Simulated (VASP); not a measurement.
SiC: relaxation of cell and atoms with HSE06

The system is SiC.

```
Si C
1.0
     0.00000    2.17805    2.17805
     2.17805    0.00000    2.17805
     2.17805    2.17805    0.00000
Si C
1 1
Direct
  0.25000 0.25000 0.25000
  0.00000 0.00000 0.00000
```

| Quantity | Value |
| --- | --- |
| Program | VASP 6.6.1 |
| Task | relaxation of cell and atoms |
| Functional | HSE06 |
| Potentials or basis | VASP PAW PBE potentials, release 64 (Si, C) |
| Cutoff | 600 eV |
| k mesh | 6 × 6 × 6 |
| Occupations | fermi-dirac, width 0.02 eV |
| Spin | no spin polarisation |
| Dipole correction | no |
| Grid for exact exchange (PRECFOCK) | Normal |
| Further INCAR settings | ALGO = Normal; EDIFF = 1e-07; IBRION = 2; EDIFFG = -0.005; NSW = 80; ISIF = 3 |
| Screening parameter | 0.2079 1/Å |

| Item | Value |
| --- | --- |
| Relaxed volume | 10.26 Å³/atom |
| Relaxed cell | a = 3.073 Å, b = 3.073 Å, c = 3.073 Å, α = 60.00°, β = 60.00°, γ = 60.00° |
| Space group after relaxing (to 0.05 Å) | F-43m (No. 216) |
| Energy gained by relaxing | 0.4 meV/atom |
| Ionic steps | 3 |
| Pressure after relaxing | 0.0 GPa |
| Band gap on the k mesh | 2.23 eV, indirect (least direct gap 5.74 eV) |

The path:
```tsv
step	energy change (eV)	largest force (eV/Å)	pressure (GPa)	volume (Å³)
1	0.0000	0.0000	-1.63	20.66
2	0.0002	0.0000	1.91	20.35
3	-0.0007	0.0000	0.00	20.52
```

Final structure:
```xyz
2
Lattice="0.0000 2.1729 2.1729 2.1729 0.0000 2.1729 2.1729 2.1729 0.0000" Properties=species:S:1:pos:R:3 pbc="T T T"
Si    1.0865    1.0865    1.0865
C     0.0000    0.0000    0.0000
```

Levels at points of the mesh, in eV from the valence-band top:
```csv
k point,band 1,band 2,band 3,band 4,band 5,band 6,band 7,band 8
"(0.00, 0.00, 0.00)",-17.05,0.00,0.00,0.00,7.64,8.65,8.65,8.65
"(0.50, 0.00, 0.00)",-13.17,-9.40,-1.16,-1.16,6.72,8.51,8.51,11.60
"(0.50, 0.50, 0.00)",-11.60,-8.57,-3.52,-3.52,2.23,5.40,16.04,16.04
```

Run time: 11 min on 1 thread of Intel(R) Xeon(R) 6975P-C (Granite Rapids), with other jobs on the host, peak memory 0.26 GiB.

Caveat: the PAW data sets were made with another functional, which shifts forces and pressure a little. A k mesh can miss the band edges.
